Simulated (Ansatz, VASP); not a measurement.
PtSe2: VASP beside Ansatz

```
Se Pt
1.0
     3.70687    0.00000    0.00000
    -1.85343    3.21024    0.00000
     0.00000    0.00000   31.12162
Se Pt
2 1
Direct
  0.66667 0.33333 0.45743
  0.33333 0.66667 0.54257
  0.00000 0.00000 0.50000
```

Alike in both runs: task single point; functional PBE; dispersion D3(BJ); k mesh 12 × 12 × 1; occupations gaussian, width 0.02 eV; non-collinear spin, spin-orbit coupling.

|  | VASP | Ansatz |
| --- | --- | --- |
| version | VASP 6.6.1 | Ansatz 0.2.0 |
| potentials or method | VASP PAW PBE potentials, release 64 (Se, Pt), cutoff 520 eV | plane waves, PAW |
| valence electrons in the cell | 22 | 50 |

Ansatz gave:

* rms of the force components (eV/Å): 0.008

What did VASP give for the same quantities?

rms of the force components (eV/Å): 0.014.

VASP's potentials hold 22 valence electrons a cell and Ansatz's 50, so a difference there can come from the potentials and not from the codes. Ansatz's warnings: xc potential rough in thin density.
